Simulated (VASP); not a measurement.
# Al16HO24 (a cell with a defect) in VASP: further runs, part 4 of 4

VASP 6.6.1.

### Step 6. Single point, r2SCAN+D3(BJ), collinear spin

The input, POSCAR:

```
Al16HO24
1.0
   -4.7540000000     -2.7447230000      4.3273330000
    4.7540000000     -2.7447230000      4.3273330000
    0.0000000000      5.4894460000      4.3273330000
Al O H
16 24 1
Direct
    0.3607199053      0.3492138052      0.3403205685
    0.1567108119      0.1360124527      0.1411698516
    0.6454633182      0.6564645803      0.6334211954
    0.8533306420      0.8611556315      0.8667340763
    0.8522146830      0.8474607915      0.3477287812
    0.6396840985      0.6466676913      0.1484811662
    0.1373961455      0.1412665704      0.6434988095
    0.3469020866      0.3501204291      0.8485252848
    0.8460258078      0.3572163842      0.8455254900
    0.6360726787      0.1742931246      0.6503260363
    0.1462561378      0.6393146149      0.1414667551
    0.3575197569      0.8507675483      0.3561404844
    0.3704133206      0.8406489117      0.8432053732
    0.1488068250      0.6481126727      0.6336383078
    0.6529671506      0.1405565490      0.1514001138
    0.8729746123      0.3539380115      0.3641597526
    0.4106811293      0.5932852521      0.7337552129
    0.7476046406      0.4048196175      0.6008958585
    0.6121160947      0.7560370034      0.3951038549
    0.5914274664      0.4082764357      0.2503732240
    0.2552124870      0.5998906527      0.4047259514
    0.3971718245      0.2644414922      0.6037850245
    0.9047481242      0.0914540560      0.7654140393
    0.2450434614      0.8981355944      0.5864544159
    0.1075053946      0.2644048477      0.3969235868
    0.0986236825      0.8826581798      0.2340394453
    0.7459403420      0.0939420247      0.4080456296
    0.8979120355      0.7447357629      0.5940878539
    0.8995360488      0.5737051695      0.2540582522
    0.2469014890      0.4033802437      0.0962288778
    0.1015827909      0.7586925931      0.8836625103
    0.0908480556      0.3948026202      0.7307798601
    0.7421616088      0.6147320758      0.8960644307
    0.9038268165      0.2446976622      0.1007900529
    0.4094390490      0.0987322758      0.2447404571
    0.7487849305      0.8999418510      0.0979148566
    0.6075520000      0.2550067749      0.9069375869
    0.5841899349      0.9141857279      0.7316815111
    0.2546186752      0.0792715990      0.9053256586
    0.4063446113      0.7379600930      0.0854365706
   -0.0180435323      0.5436308472      0.0131509795
```

The input, INCAR.step1:

```
SYSTEM = Al16HO24
ALGO = Normal
EDIFF = 1E-4
ENCUT = 520
GGA = PE
ISMEAR = -1
ISPIN = 2
LASPH = .True.
LCHARG = .False.
LREAL = Auto
LWAVE = .True.
MAGMOM = 0 0 0 0 0 0 0 0 0 0 0 0 0 0 0 0 0 0 0 0 0 0 0 0 0 0 0 0 0 0 0 0 0 0 0 0 0 0 0 0 1
NBANDS = 126
NELM = 150
PREC = Accurate
SIGMA = 0.05
```

The input, INCAR.step2:

```
SYSTEM = Al16HO24
ALGO = Normal
EDIFF = 1E-6
ENCUT = 520
ISIF = 2
ISMEAR = -1
ISPIN = 2
ISTART = 1
IVDW = 12
LASPH = .True.
LCHARG = .False.
LMIXTAU = .True.
LORBIT = 11
LREAL = Auto
LWAVE = .False.
MAGMOM = 0 0 0 0 0 0 0 0 0 0 0 0 0 0 0 0 0 0 0 0 0 0 0 0 0 0 0 0 0 0 0 0 0 0 0 0 0 0 0 0 1
METAGGA = R2SCAN
NBANDS = 126
NELM = 150
PREC = Accurate
SIGMA = 0.05
VDW_A1 = 0.49484001
VDW_A2 = 5.73083694
VDW_S6 = 1.0
VDW_S8 = 0.78981345
```

The input, KPOINTS:

```
k-points
0
Gamma
  1 1 1
  0 0 0
```

Potentials or basis: VASP PAW PBE potentials, release 64 (Al, O, H).

Command:

```bash
$ cat potpaw_PBE.64/Al/POTCAR potpaw_PBE.64/O/POTCAR potpaw_PBE.64/H/POTCAR > POTCAR
$ cp INCAR.step1 INCAR
$ mpirun -np 1 vasp_gam > vasp.out
$ cp INCAR.step2 INCAR
$ mpirun -np 1 vasp_gam > vasp.out
```

Wall time 9.3 min (1 thread of AMD EPYC 7R13, shared host); peak memory 0.61 GiB.

It converged, with:

```
Free energy                                           : -385.7025 eV
Pressure                                              : 3.3 GPa
Largest force                                         : 4.074 eV/Å
Band gap on the k mesh                                : 2.83 eV
Net moment                                            : 1.00 μB per cell
Site moments                                          : Al +0.00, -0.00 (each value once); O +0.00, -0.00, +0.10, +0.03, +0.02, +0.06 (each value once); H +0.34 μB
Valence electrons inside the program's atomic spheres : Al 0.73, 0.69, 0.74, 0.72, 0.68, 0.70, 0.75, 0.77 (each value once); O 5.23, 5.27, 5.29, 5.24, 5.25, 5.26, 5.22, 5.19, 5.21, 5.28 (each value once); H 0.52
Dispersion energy per atom                            : -0.111 eV
```

Forces on the atoms (eV/Å):
```
Al   1.302  1.291  0.704
Al   1.179  0.289 -0.625
Al  -0.869  0.666  1.670
Al  -1.098 -1.426 -2.285
Al  -0.156  0.198  1.172
Al  -1.280 -0.449 -0.295
Al  -0.734 -0.003  1.133
Al   0.185  0.072  0.261
Al  -0.498  0.770  1.865
Al  -2.648  0.599 -1.788
Al   0.318 -0.675  0.956
Al  -0.288 -0.714 -1.063
Al   2.012  1.268 -0.880
Al   0.741  1.680  0.280
Al   0.517 -1.046  1.636
Al   0.247  1.289 -3.361
O    0.791  0.977  0.146
O   -0.237 -0.738 -0.252
O    1.422  0.658 -1.960
O   -0.921 -0.053  0.022
O   -0.835 -1.386 -1.132
O   -0.949 -0.653 -1.287
O    1.047 -1.620 -0.263
O    0.842 -0.727  0.757
O   -2.084  1.370 -0.793
O    1.490  0.052  1.491
O    0.015 -0.685  0.870
O   -0.171 -1.007  0.071
O    2.476 -1.920  2.604
O   -1.759 -0.849 -0.726
O   -0.772  0.750  0.350
O    0.334  0.605  1.336
O   -0.506  0.739 -0.454
O   -0.512 -0.041 -0.112
O   -0.075  1.205 -0.865
O    0.014  0.577  0.348
O    1.170  0.546 -1.230
O   -0.896 -0.651  1.405
O    0.941 -1.273  0.755
O    0.598  0.608  0.695
H   -0.353 -0.293 -1.154
```

Stress tensor (GPa, compression positive):
```
 2.92  2.11 -1.24
 2.11  5.46 -0.29
-1.24 -0.29  1.41
```

Levels at points of the mesh, in eV from the valence-band top:
Spin up:
```tsv
k point	band 94	band 95	band 96	band 97	band 98	band 99	band 100	band 101
(0.00, 0.00, 0.00)	-2.78	-2.67	-2.63	0.00	4.42	6.91	7.18	7.26
```
Spin down:
| k point | band 94 | band 95 | band 96 | band 97 | band 98 | band 99 |
| --- | --- | --- | --- | --- | --- | --- |
| (0.00, 0.00, 0.00) | -2.73 | -2.63 | -2.60 | 2.83 | 4.68 | 7.04 |

Caveat: the k points lie up to 0.90 Å⁻¹ apart; the atoms stand as in a frame of molecular dynamics; the PAW data sets were made with another functional, which shifts forces and pressure a little.

### Step 7. Summary

```csv
cell,gap on the mesh (eV),pressure (GPa),moment (μB),largest force (eV/Å)
"as given, atomic positions A",3.02,1.9,1.00,3.15
"as given, atomic positions B",3.00,1.0,1.00,2.25
"as given, atomic positions C",2.89,1.5,1.00,2.72
"as given, atomic positions D",2.71,3.4,1.00,3.96
"as given, atomic positions E",2.83,3.3,1.00,4.07
```

Alike in all rows: task single point; level r2SCAN+D3(BJ); potentials or basis VASP PAW PBE potentials, release 64 (Al, O, H); spin collinear; k mesh 1 × 1 × 1; cutoff (eV) 520; smearing fermi-dirac 0.05 eV.

Caveats: all runs use coarse meshes; the PAW data sets were made with another functional, which shifts forces and pressure a little; the atoms stand as in a frame of molecular dynamics (at least some runs).

Absolute energies hang on the potentials; compare differences alone.
